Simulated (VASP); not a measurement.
Input of a VASP 6.6.1 run:

INCAR

```
SYSTEM = TePb
ALGO = Normal
EDIFF = 1E-7
EDIFFG = -0.005
ENCUT = 600
GGA = PE
IBRION = 2
ISIF = 3
ISMEAR = -1
LASPH = .TRUE.
LCHARG = .FALSE.
LREAL = .FALSE.
LWAVE = .FALSE.
NELM = 60
NSW = 60
PREC = Accurate
PSTRESS = 170.0
SIGMA = 0.05
```

The input KPOINTS:

```
k-points
0
G
  12 12 12
  0 0 0
```

Contents of POSCAR:

```
TePb
1.0
    0.0000000000      3.0226319982      3.0226319982
    3.0226319982      0.0000000000      3.0226319982
    3.0226319982      3.0226319982      0.0000000000
Pb Te
1 1
Direct
    0.0000000000      0.0000000000      0.0000000000
    0.5000000000      0.5000000000      0.5000000000
```

Potentials or basis: VASP PAW PBE potentials, release 64 (Pb_d, Te).

Command:

```console
$ cat potpaw_PBE.64/Pb_d/POTCAR potpaw_PBE.64/Te/POTCAR > POTCAR
$ mpirun -np 1 vasp_std > vasp.out
```

Q: Predict the band gap on the k mesh.

A: 0.17 eV, direct.

Q: What does it give for the relaxed volume?

A: 27.57 Å³/atom.

Final structure:
```yaml
crystal:
  lattice:
    - [0.00000, 3.02098, 3.02098]
    - [3.02098, 0.00000, 3.02098]
    - [3.02098, 3.02098, 0.00000]
  atoms:
    - { symbol: Pb, position: [0.00000, 0.00000, 0.00000] }
    - { symbol: Te, position: [0.50000, 0.50000, 0.50000] }
```

Caveat: the cell is relaxed towards a set pressure, so the enthalpy falls and the energy may rise; spin-orbit coupling is left out, which moves the levels of the heavy elements. A k mesh can miss the band edges.
